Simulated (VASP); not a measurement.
A run of VASP 6.6.1:

INCAR

```
PREC = Accurate
ENCUT = 520
EDIFF = 1E-6
ISMEAR = 0
SIGMA = 0.15
LREAL = F
LASPH = T
NELM = 80
ALGO = Normal
ISIF = 2
LWAVE = F
LCHARG = T
GGA = PE
LELF = T
LVHAR = T
NBANDS = 27
```

KPOINTS

```
Automatic mesh
0
Gamma
  3 3 3
```

The input POSCAR:

```
ZrH4
1.0
    4.1213407193      0.0000000000      0.0000000000
    0.0000000000      3.3467865770      0.0000000000
    0.0000000000      0.0000000000      5.7987621041
Zr H
2 8
Direct
    0.5000000000      0.0000000000      0.2921600057
    0.5000000000      0.5000000000      0.7921600057
    0.7347820130      0.5000000128      0.1255589671
    0.2652179870      0.4999999872      0.1255589671
    0.7347820130     -0.0000000128      0.6255589671
    0.2652179870      1.0000000128      0.6255589671
    0.0000000000      0.0000000000      0.2913827397
    0.0000000000      0.5000000000      0.7913827397
    0.5000000000      0.0000000000      0.9587127705
    0.5000000000      0.5000000000      0.4587127705
```

Potentials or basis: VASP PAW PBE potentials, release 64 (Zr_sv, H).

Launch:

```bash
$ cat potpaw_PBE.64/Zr_sv/POTCAR potpaw_PBE.64/H/POTCAR > POTCAR
$ mpirun -np 1 vasp_std > vasp.out
```

Hardware: 1 thread of Intel(R) Xeon(R) Platinum 8488C (Sapphire Rapids), with other jobs on the host.

Question: Estimate the wall time of this run.

Answer: It took 31 s on 1 thread of Intel(R) Xeon(R) Platinum 8488C (Sapphire Rapids), on a shared host, peak memory 0.19 GiB. Counts: scf iterations 13, k points 8.
